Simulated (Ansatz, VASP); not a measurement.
Ge in VASP and in Ansatz

Contents of INCAR:

```
PREC = Accurate
ENCUT = 520
EDIFF = 1E-7
ISMEAR = -1
SIGMA = 0.05
LREAL = F
LASPH = T
NELM = 100
ALGO = Normal
ISIF = 2
LWAVE = F
LCHARG = F
GGA = CA
NBANDS = 36
```

File KPOINTS:

```
Automatic mesh
0
Gamma
  8 8 4
```

Contents of POSCAR:

```
Ge
1.0
    3.9975858431      0.0000000000      0.0000000000
   -1.9987929216      3.4620108940      0.0000000000
    0.0000000000      0.0000000000      6.5993779500
Ge
4
Direct
    0.3333333333      0.6666666667      0.9370987500
    0.6666666667      0.3333333333      0.4370987500
    0.3333333333      0.6666666667      0.5629012500
    0.6666666667      0.3333333333      0.0629012500
```

Contents of input.yaml:

```yaml
crystal:
  lattice:
    - [3.9975858431, 0.0, 0.0]
    - [-1.9987929216, 3.462010894, 0.0]
    - [0.0, 0.0, 6.59937795]
  atoms:
    - { symbol: Ge, position: [0.3333333333, 0.6666666667, 0.93709875] }
    - { symbol: Ge, position: [0.6666666667, 0.3333333333, 0.43709875] }
    - { symbol: Ge, position: [0.3333333333, 0.6666666667, 0.56290125] }
    - { symbol: Ge, position: [0.6666666667, 0.3333333333, 0.06290125] }
hamiltonian:
  xc: lda
  pseudopotentials: { kind: paw }
kpoints:
  mp_grid: { grid: [8, 8, 4] }
scf:
  occupations: { method: fermi_dirac, width: 0.05 }
output:
  forces: true
  stress: true
  eigenvalues: true
  write_density: true
  write_potential: true
  elf: true
  volumetric_format: npy
```

Alike in both runs: task single point; functional LDA; k mesh 8 × 8 × 4; occupations fermi-dirac, width 0.05 eV; no spin polarisation.

|  | VASP | Ansatz |
| --- | --- | --- |
| version | VASP 6.6.1 | Ansatz 0.2.0 |
| potentials or method | VASP PAW LDA potentials, release 64 (Ge_d) | Ansatz PAW |
| plane-wave cutoff (eV) | 520 | 420 |
| valence electrons in the cell | 56 | 56 |

```csv
,VASP,Ansatz,Ansatz less VASP
gap on the k mesh at the Fermi level (eV),0.17,0.15,-0.020
least direct gap on the mesh (eV),0.25,0.23,-0.020
pressure (GPa),-1.8,-1.9,-0.10
"traceless stress, the component that is largest in VASP (GPa)",-0.18,-0.19,-0.008
```

LDA's correlation is that of Perdew and Zunger in VASP and of Perdew and Wang (1992) in Ansatz.
